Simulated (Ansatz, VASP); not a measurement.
One calculation of Zr, two programs

Contents of INCAR:

```
PREC = Accurate ; ENCUT = 520
EDIFF = 1E-6 ; ISMEAR = -1
SIGMA = 0.05 ; LREAL = False
LASPH = True ; NELM = 60
ALGO = Fast ; ISIF = 2
LWAVE = False ; LCHARG = True
LELF = True ; LVHAR = True
NBANDS = 19
```

The input KPOINTS:

```
Automatic mesh
0
Gamma
  9 9 5
```

POSCAR

```
Zr
1.0
    3.1883189697      0.0000000000      0.0000000000
   -1.5941594848      2.7611652231      0.0000000000
    0.0000000000      0.0000000000      5.0774374186
Zr
2
Direct
    0.6666666667      0.3333333333      0.7500000000
    0.3333333333      0.6666666667      0.2500000000
```

File input.yaml:

```yaml
crystal:
  lattice:
    - [3.1883189697, 0.0, 0.0]
    - [-1.5941594848, 2.7611652231, 0.0]
    - [0.0, 0.0, 5.0774374186]
  atoms:
    - { symbol: Zr, position: [0.6666666667, 0.3333333333, 0.75] }
    - { symbol: Zr, position: [0.3333333333, 0.6666666667, 0.25] }
kpoints:
  mp_grid: { grid: [9, 9, 5] }
scf:
  occupations: { method: fermi_dirac, width: 0.05 }
hamiltonian:
  xc: lda
  pseudopotentials: { kind: all_electron, lapw: { basis_error: 0.001 } }
output:
  forces: true
  stress: true
  eigenvalues: true
```

Change from the starting cell: volume scaled by 0.96.

Alike in both runs: task single point; functional LDA; k mesh 9 × 9 × 5; occupations fermi-dirac, width 0.05 eV; no spin polarisation.

|  | VASP | Ansatz |
| --- | --- | --- |
| version | VASP 6.6.1 | Ansatz 0.2.0 |
| potentials or method | VASP PAW LDA potentials, release 64 (Zr_sv), cutoff 520 eV | all-electron LAPW, scalar-relativistic |

VASP gave:

| Quantity | Value |
| --- | --- |
| gap on the k mesh at the Fermi level (eV) | none |
| pressure (GPa) | -2.3 |
| traceless stress, the component that is largest in VASP (GPa) | 0.86 |

What did Ansatz give for the same quantities?

gap on the k mesh at the Fermi level (eV): none; pressure (GPa): -2.4; traceless stress, the component that is largest in VASP (GPa): 0.83.

LDA's correlation is that of Perdew and Zunger in VASP and of Perdew and Wang (1992) in Ansatz. A gap of «none» marks a metal or a gap that the smearing closes. Ansatz ran all-electron here, and VASP with PAW potentials.
